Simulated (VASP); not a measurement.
# SiC (SiC (F-43m)) (F-43m) in VASP: a series of runs

The runs below take SiC (SiC (F-43m)) through single point, with PBE.

All numbers are computed with VASP 6.6.1; they aren't measurements. Logs are shortened: lines on timing, memory, paths and dates and some standing lists are left out, and cuts for length are marked.

### 1 The cell of the first run

The structure is cubic, space group F-43m (No. 216). Conventional cell: a = 4.380 Å, b = 4.380 Å, c = 4.380 Å, α = 90.00°, β = 90.00°, γ = 90.00°. Within 2.5 Å of Si (site symmetry -43m) lie 4 C at 1.90 Å. C (site symmetry -43m) has 4 Si at 1.90 Å within 2.5 Å.

### 2 Single point, PBE

INCAR reads:

```
SYSTEM = SiC
  ALGO = Normal
  EDIFF = 1E-6
  ENCUT = 600
  GGA = PE
  GGA_COMPAT = .FALSE.
  ISIF = 2
  ISMEAR = -1
  LASPH = .TRUE.
  LCHARG = .TRUE.
  LELF = .TRUE.
  LREAL = .FALSE.
  LVHAR = .TRUE.
  LWAVE = .FALSE.
  NBANDS = 26
  NELM = 120
  PREC = Accurate
  SIGMA = 0.01
```

KPOINTS reads:

```
k-points
0
G
  3 3 3
  0 0 0
```

POSCAR reads:

```
SiC
1.0
    4.3797050000      0.0000000000      0.0000000000
    0.0000000000      0.0000000000     -4.3797050000
    0.0000000000      4.3797050000      0.0000000000
Si C
4 4
Direct
    0.2500000000      0.2500000000      0.2500000000
    0.2500000000      0.7500000000      0.7500000000
    0.7500000000      0.2500000000      0.7500000000
    0.7500000000      0.7500000000      0.2500000000
    0.0000000000      0.0000000000      0.0000000000
    0.0000000000      0.5000000000      0.5000000000
    0.5000000000      0.0000000000      0.5000000000
    0.5000000000      0.5000000000      0.0000000000
```

Potentials or basis: VASP PAW PBE potentials, release 64 (Si, C).

Command:

```console
$ cat potpaw_PBE.64/Si/POTCAR potpaw_PBE.64/C/POTCAR > POTCAR
$ mpirun -np 1 vasp_std > vasp.out
```

OUTCAR:

```text
SYSTEM = SiC
   EDIFF = 1E-6
   ENCUT = 600
   GGA = PE
   ISIF = 2
   ISMEAR = -1
   LASPH = .TRUE.
   LREAL = .FALSE.
   NELM = 120
   PREC = Accurate

 ion  position               nearest neighbor table
   1  0.250  0.250  0.250-   5 1.90   6 1.90   7 1.90   8 1.90   3 3.10   4 3.10   2 3.10   2 3.10
                             3 3.10   2 3.10   4 3.10   2 3.10   3 3.10   4 3.10   3 3.10   4 3.10
   2  0.250  0.750  0.750-   5 1.90   6 1.90   7 1.90   8 1.90   3 3.10   4 3.10   1 3.10   1 3.10
                             4 3.10   1 3.10   3 3.10   1 3.10   3 3.10   4 3.10   4 3.10   3 3.10
   3  0.750  0.250  0.750-   5 1.90   6 1.90   7 1.90   8 1.90   2 3.10   4 3.10   1 3.10   1 3.10
                             4 3.10   2 3.10   4 3.10   4 3.10   1 3.10   2 3.10   1 3.10   2 3.10
   4  0.750  0.750  0.250-   5 1.90   6 1.90   7 1.90   8 1.90   2 3.10   3 3.10   1 3.10   2 3.10
                             3 3.10   1 3.10   3 3.10   3 3.10   1 3.10   2 3.10   2 3.10   1 3.10
   5  0.000  0.000  0.000-   1 1.90   2 1.90   3 1.90   4 1.90
   6  0.000  0.500  0.500-   1 1.90   2 1.90   3 1.90   4 1.90
   7  0.500  0.000  0.500-   1 1.90   2 1.90   3 1.90   4 1.90
   8  0.500  0.500  0.000-   1 1.90   2 1.90   3 1.90   4 1.90

  LATTYP: Found a simple cubic cell.
 ALAT       =     4.3797050000

  Lattice vectors:

 A1 = (   4.3797050000,   0.0000000000,   0.0000000000)
 A2 = (   0.0000000000,   0.0000000000,  -4.3797050000)
 A3 = (   0.0000000000,   4.3797050000,   0.0000000000)

Analysis of symmetry for initial positions (statically):
=====================================================================
 Subroutine PRICEL returns following result:

  LATTYP: Found a face centered cubic cell.
 ALAT       =     4.3797050000

  Lattice vectors:

 A1 = (   2.1898525000,   0.0000000000,   2.1898525000)
 A2 = (   2.1898525000,   2.1898525000,   0.0000000000)
 A3 = (   0.0000000000,   2.1898525000,   2.1898525000)

   4 primitive cells build up your supercell.

 Routine SETGRP: Setting up the symmetry group for a
 simple cubic supercell.

 Subroutine GETGRP returns: Found 24 space group operations
 (whereof 24 operations were pure point group operations)
 out of a pool of 48 trial point group operations.

The static configuration has the point symmetry T_d .

Analysis of symmetry for dynamics (positions and initial velocities):
=====================================================================
 Subroutine PRICEL returns following result:

  LATTYP: Found a face centered cubic cell.
 ALAT       =     4.3797050000

  Lattice vectors:

 A1 = (   2.1898525000,   0.0000000000,   2.1898525000)
 A2 = (   2.1898525000,   2.1898525000,   0.0000000000)
[... 99 lines left out ...]
   TEBEG  =    0.0;   TEEND  =   0.0 temperature during run
   PSTRESS=    0.0 pullay stress
   NELECT =      32.0000    total number of electrons
   NUPDOWN=      -1.0000    fix difference up-down
   EMIN   =  10.00;   EMAX   =-10.00  energy-range for DOS
   EFERMI =   0.00;   METHOD = LEGACY
   ISMEAR =    -1;   SIGMA  =   0.01  broadening in eV -4-tet -1-fermi 0-gaus
   EFERMI_NEDOS =   21; number of points for ismear=-14 and -15
   IALGO  =     38    algorithm
   IMIX   =      4    mixing-type and parameters
     AMIX     =   0.40;   BMIX     =  1.00
     AMIX_MAG =   1.60;   BMIX_MAG =  1.00
  volume/ion in A,a.u.               =      10.50        70.87
  Fermi-wavevector in a.u.,A,eV,Ry     =   1.186716  2.242567 19.161000  1.408294
  Thomas-Fermi vector in A             =   2.322882
   LORBIT       =      0    0 simple, 1 ext, 2 COOP (PROOUT), +10 PAW based schemes
   GGA     = PE    functional components
   LHFCALC =     F    Hartree Fock is set to
   AEXX    =    0.0000 exact exchange contribution
   IVDW    =     0    specifies the selected vdW correction
   LEPSILON=     F    determine dielectric tensor
   LRPA    =     F    only Hartree local field effects (RPA)
 non-spin polarized calculation
  energy-cutoff  :      600.00
  volume of cell :       84.01
 maximum number of plane-waves:      2806
 NGX is ok and might be reduce to    36
   NGX = 17   NGY = 17   NGZ = 17

 number of electron      32.0000000 magnetization

 Free energy of the ion-electron system (eV)
  ---------------------------------------------------
  ext. energy  EPLUGINS =         0.00000000
  ---------------------------------------------------
  free energy    TOTEN  =       -60.20210748 eV

  energy without entropy =      -60.20210748  energy(sigma->0) =      -60.20210748

 E-fermi :   8.2285     XC(G=0): -11.2890

 val. band max:        7.9480421539   @ k =   0.0000   0.0000   0.0000
 cond. band min:       9.3125645462   @ k =   0.0000   0.0000   0.0000
 fundamental gap:      1.3645223923
 Fermi energy:         8.2284633897

 k-point     1 :       0.0000    0.0000    0.0000
  band No.  band energies     occupation
      1      -7.3422      2.00000
      2      -2.3924      2.00000
      3      -2.3924      2.00000
      4      -2.3924      2.00000
      5       0.1959      2.00000
      6       0.1959      2.00000
[... 105 lines left out ...]
     25      15.6549      0.00000
     26      16.7198      0.00000

------------------------ aborting loop because EDIFF is reached ----------------------------------------

  FORCE on cell =-STRESS in cart. coord.  units (eV):
  Direction    XX          YY          ZZ          XY          YZ          ZX
  --------------------------------------------------------------------------------------
  -------------------------------------------------------------------------------------
  Total       -0.0797216     -0.0797216     -0.0797216      0.0000000      0.0000000      0.0000000
  in kB       -1.5203786     -1.5203786     -1.5203786      0.0000000      0.0000000      0.0000000
  external PRESSURE =      -1.5203786 kB  Pullay stress =       0.0000000 kB

 VOLUME and BASIS-vectors are now :
 -----------------------------------------------------------------------------
  energy-cutoff  :      600.00
  volume of cell :       84.01
      direct lattice vectors                 reciprocal lattice vectors
     4.379705000  0.000000000  0.000000000     0.228325880  0.000000000  0.000000000
     0.000000000  0.000000000 -4.379705000     0.000000000  0.000000000 -0.228325880
     0.000000000  4.379705000  0.000000000     0.000000000  0.228325880  0.000000000

 POSITION                                       TOTAL-FORCE (eV/Angst)
 -----------------------------------------------------------------------------------
      1.09493      1.09493     -1.09493         0.000000      0.000000      0.000000
      1.09493      3.28478     -3.28478         0.000000      0.000000     -0.000000
      3.28478      3.28478     -1.09493         0.000000      0.000000     -0.000000
      3.28478      1.09493     -3.28478         0.000000      0.000000     -0.000000
      0.00000      0.00000      0.00000        -0.000000     -0.000000      0.000000
      0.00000      2.18985     -2.18985        -0.000000     -0.000000      0.000000
      2.18985      2.18985      0.00000         0.000000     -0.000000     -0.000000
      2.18985      0.00000     -2.18985        -0.000000     -0.000000      0.000000
 -----------------------------------------------------------------------------------
    total drift:                                0.000000      0.000000     -0.000000

  FREE ENERGIE OF THE ION-ELECTRON SYSTEM (eV)
  ---------------------------------------------------
  free  energy   TOTEN  =       -60.2021074808 eV

  energy  without entropy=      -60.2021074808  energy(sigma->0) =      -60.20210748
```

OSZICAR:

```text
N       E                     dE             d eps       ncg     rms          rms(c)
DAV:   1     0.860678763628E+02    0.86068E+02   -0.15692E+04   208   0.124E+03
DAV:   2    -0.592738984058E+02   -0.14534E+03   -0.13265E+03   274   0.203E+02
DAV:   3    -0.673738363591E+02   -0.80999E+01   -0.80340E+01   268   0.440E+01
DAV:   4    -0.674864254072E+02   -0.11259E+00   -0.11246E+00   236   0.606E+00
DAV:   5    -0.674882626719E+02   -0.18373E-02   -0.18369E-02   258   0.746E-01    0.173E+01
DAV:   6    -0.603451205029E+02    0.71431E+01   -0.19406E+01   248   0.191E+01    0.781E+00
DAV:   7    -0.602373465197E+02    0.10777E+00   -0.25942E+00   254   0.665E+00    0.343E+00
DAV:   8    -0.602063532026E+02    0.30993E-01   -0.14671E-01   250   0.185E+00    0.860E-01
DAV:   9    -0.602015300940E+02    0.48231E-02   -0.25307E-02   240   0.776E-01    0.180E-01
DAV:  10    -0.602020536605E+02   -0.52357E-03   -0.24945E-03   244   0.236E-01    0.901E-02
DAV:  11    -0.602021042386E+02   -0.50578E-04   -0.24378E-04   248   0.890E-02    0.228E-02
DAV:  12    -0.602021067731E+02   -0.25345E-05   -0.10245E-05   244   0.169E-02    0.720E-03
DAV:  13    -0.602021074808E+02   -0.70775E-06   -0.70719E-07   146   0.442E-03
   1 F= -.60202107E+02 E0= -.60202107E+02  d E =-.427901E-13
```

stdout:

```text
POSCAR found type information on POSCAR SiC
 POSCAR found :  2 types and       8 ions
 scaLAPACK will be used
 LDA part: xc-table for (Slater+PW92), standard interpolation
 POSCAR, INCAR and KPOINTS ok, starting setup
 FFT: planning ... GRIDC
 FFT: planning ... GRID_SOFT
 FFT: planning ... GRID
 WAVECAR not read
 entering main loop
```

It took 12 s on 1 thread of Intel Xeon Platinum 8375C at 2.90GHz (Ice Lake), shared host; peak memory 0.19 GiB.

What came out:

```
Free energy            : -60.2021 eV
Pressure               : -0.2 GPa
Band gap on the k mesh : 1.36 eV
```

Caveat: the k points lie up to 0.48 Å⁻¹ apart.

### 3 Single point, PBE

INCAR reads:

```
PREC = Accurate
ENCUT = 600
EDIFF = 1E-6
ISMEAR = -1
SIGMA = 0.01
LREAL = F
LASPH = T
NELM = 120
ALGO = Normal
ISIF = 2
LWAVE = F
LCHARG = F
GGA = PE
NBANDS = 26
GGA_COMPAT = F
```

KPOINTS reads:

```
Automatic mesh
0
Gamma
  3 3 3
```

POSCAR is that of step 2.

Potentials or basis: VASP PAW PBE potentials, release 64 (Si, C).

Command:

```console
$ cat potpaw_PBE.64/Si/POTCAR potpaw_PBE.64/C/POTCAR > POTCAR
$ mpirun -np 1 vasp_std > vasp.out
```

It took 14 s on 1 thread of Intel Xeon Platinum 8375C at 2.90GHz (Ice Lake), shared host; peak memory 0.19 GiB.

Results (log left out):

- Free energy: -60.2021 eV
- Pressure: -0.2 GPa
- Band gap on the k mesh: 1.36 eV

Levels at points of the mesh, in eV from the valence-band top:
| k point | band 13 | band 14 | band 15 | band 16 | band 17 | band 18 | band 19 | band 20 |
| --- | --- | --- | --- | --- | --- | --- | --- | --- |
| (0.00, 0.00, 0.00) | -3.16 | 0.00 | 0.00 | 0.00 | 1.36 | 1.36 | 1.36 | 4.26 |

Caveat: the k points lie up to 0.48 Å⁻¹ apart.
